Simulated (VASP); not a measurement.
GaSb, 2 atoms in the cell. The structure is cubic, space group F-43m (No. 216). Conventional cell: a = 6.118 Å, b = 6.118 Å, c = 6.118 Å, α = 90.00°, β = 90.00°, γ = 90.00°. Sb (site symmetry -43m) has 4 Ga at 2.65 Å within 3.5 Å. Within 3.5 Å of Ga (site symmetry -43m) lie 4 Sb at 2.65 Å. 

```yaml
Program: VASP 6.6.1
Task: single point
Functional: PBEsol
Potentials_or_basis: VASP PAW PBE potentials, release 64 (Sb, Ga_d)
Cutoff: 520 eV
k_mesh: 6 × 6 × 6
Occupations: fermi-dirac, width 0.05 eV
Spin: no spin polarisation
Dipole_correction: no
Further_INCAR_settings: ALGO = Normal; EDIFF = 1e-07; NBANDS = 16
```

Potentials or basis: VASP PAW PBE potentials, release 64 (Sb, Ga_d).

Launch:

```sh
$ cat potpaw_PBE.64/Sb/POTCAR potpaw_PBE.64/Ga_d/POTCAR > POTCAR
$ mpirun -np 1 vasp_std > vasp.out
```

Hardware: 1 thread of Intel(R) Xeon(R) Platinum 8259CL CPU @ 2.50GHz (Skylake/Cascade Lake), on a shared host.

**Question.** Estimate the wall time of this run.

**Answer.** It took 17 s on 1 thread of Intel(R) Xeon(R) Platinum 8259CL CPU @ 2.50GHz (Skylake/Cascade Lake), on a shared host, peak memory 0.18 GiB. Counts: scf iterations 13, k points 16.
